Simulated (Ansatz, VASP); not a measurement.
**Be3ZnSe4 in VASP and in Ansatz**

```xyz
8
Lattice="3.7473 0.0000 0.0000 -1.8736 3.2452 0.0000 0.0000 0.0000 12.4117" Properties=species:S:1:pos:R:3 pbc="T T T"
Be    1.8736    1.0817    0.1556
Be    1.8736    1.0817    6.1166
Be    0.0000    0.0000    3.1416
Zn    0.0000    0.0000    9.3858
Se    1.8736    1.0817    2.4070
Se    1.8736    1.0817    8.3522
Se    0.0000    0.0000    5.3908
Se    0.0000    0.0000   11.8425
```

Alike in both runs: task single point; functional PBE; k mesh 6 × 6 × 2; occupations gaussian, width 0.1 eV; no spin polarisation.

|  | VASP | Ansatz |
| --- | --- | --- |
| version | VASP 6.6.1 | Ansatz 0.2.0 |
| potentials or method | VASP PAW PBE potentials, release 64 (Be, Zn, Se), cutoff 520 eV | scalar-relativistic, plane waves, PAW |
| valence electrons in the cell | 42 | 82 |

|  | VASP | Ansatz | Ansatz less VASP |
| --- | --- | --- | --- |
| gap on the k mesh at the Fermi level (eV) | 2.60 | 2.61 | +0.009 |
| least direct gap on the mesh (eV) | 2.64 | 2.64 | 0.000 |
| pressure (GPa) | 0.2 | 0.0 | -0.20 |
| rms of the force components (eV/Å) | 0.004 | 0.002 | -0.0025 |

Atom by atom the forces differ by 0.004 eV/Å (rms over components). VASP's potentials hold 42 valence electrons a cell and Ansatz's 82, so a difference there can come from the potentials and not from the codes.
